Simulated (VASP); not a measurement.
Set up this calculation in VASP 6.6.1, as the native input.

* Task: single point
* Functional: PBE
* Potentials or basis: VASP PAW PBE potentials, release 64 (Nb_sv, In_d, P)
* Cutoff: 520 eV
* k mesh: 4 × 4 × 2
* Occupations: gaussian, width 0.1 eV
* Spin: no spin polarisation
* Dipole correction: no
* Further INCAR settings: ALGO = Normal; EDIFF = 1e-06; NBANDS = 36

The structure of NbIn2P3 lies in POSCAR:

```
NbIn2P3
1.0
    3.8063466900      0.0000000000      0.0000000000
    0.0000000000      3.8063466900      0.0000000000
    0.0000000000      0.0000000000      8.4768770100
Nb In P
1 2 3
Direct
    0.0000000000      0.0000000000      0.3112244600
    0.0000000000      0.5000000000      0.5715326700
    0.5000000000      0.0000000000      0.5715326700
    0.0000000000      0.5000000000      0.1433342300
    0.5000000000      0.0000000000      0.1433342300
    0.5000000000      0.5000000000      0.5141060300
```

The cell was generated, and may not be a known phase.

The input as run:

INCAR

```
SYSTEM = NbIn2P3
PREC = Accurate
ENCUT = 520
EDIFF = 1E-6
ISMEAR = 0
SIGMA = 0.1
LREAL = .False.
LASPH = .True.
NELM = 60
ALGO = Normal
ISIF = 2
LWAVE = .False.
LCHARG = .False.
GGA = PE
NBANDS = 36
```

KPOINTS

```
Automatic mesh
0
Gamma
  4 4 2
  0 0 0
```

Potentials or basis: VASP PAW PBE potentials, release 64 (Nb_sv, In_d, P).

Run with:

```sh
$ cat potpaw_PBE.64/Nb_sv/POTCAR potpaw_PBE.64/In_d/POTCAR potpaw_PBE.64/P/POTCAR > POTCAR
$ mpirun -np 1 vasp_std > vasp.out
```

Results of the run:

* Pressure: 61.5 GPa
* Largest force: 11.850 eV/Å
* Band gap on the k mesh: zero (bands 27 and 28 overlap by 0.47 eV)

Caveat: the k points lie up to 0.41 Å⁻¹ apart; spin-orbit coupling is left out, which moves the levels of the heavy elements; forces of over 1 eV/Å act on the atoms, so gaps and moduli don't describe the material at rest.

Run time: 54 s on 1 thread of Intel(R) Xeon(R) Platinum 8259CL CPU @ 2.50GHz (Skylake/Cascade Lake), with other jobs on the host, peak memory 0.23 GiB.
